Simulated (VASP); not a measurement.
Runs of VASP 6.6.1 on Ca2B5. The structure is that of space group P6/mmm (No. 191), or close to it. The cells are those of the table. 

| task | cell | k mesh | cutoff (eV) | gap on the mesh (eV) | pressure (GPa) |
| --- | --- | --- | --- | --- | --- |
| single point | a = 5.668, b = 5.668, c = 4.963 Å, angles 90.0, 90.0, 120.0°, 7 atoms | 9 × 9 × 8 | 520 | none | (a) |
| relaxation of cell and atoms | relaxed from a = 5.655, b = 5.655, c = 4.964 Å, angles 90.0, 90.0, 120.0°, 7 atoms | 9 × 9 × 8 | 600 | none | 0.0 |
| single point | a = 5.655, b = 5.655, c = 4.964 Å, angles 90.0, 90.0, 120.0°, 7 atoms | 6 × 6 × 4 | 520 | none | 0.3 |
| single point | a = 4.531, b = 4.531, c = 4.563 Å, angles 90.0, 90.0, 120.0°, 7 atoms | 6 × 6 × 4 | 520 | none | 81.7 |

Alike in all rows: level PBE; potentials or basis VASP PAW PBE potentials, release 64 (Ca_sv, B); no spin polarisation; smearing gaussian 0.1 eV.

Problem. Fill in the values left out.

Solution. (a) 0.1.

A gap of «none» marks levels without a gap at the run's occupations.
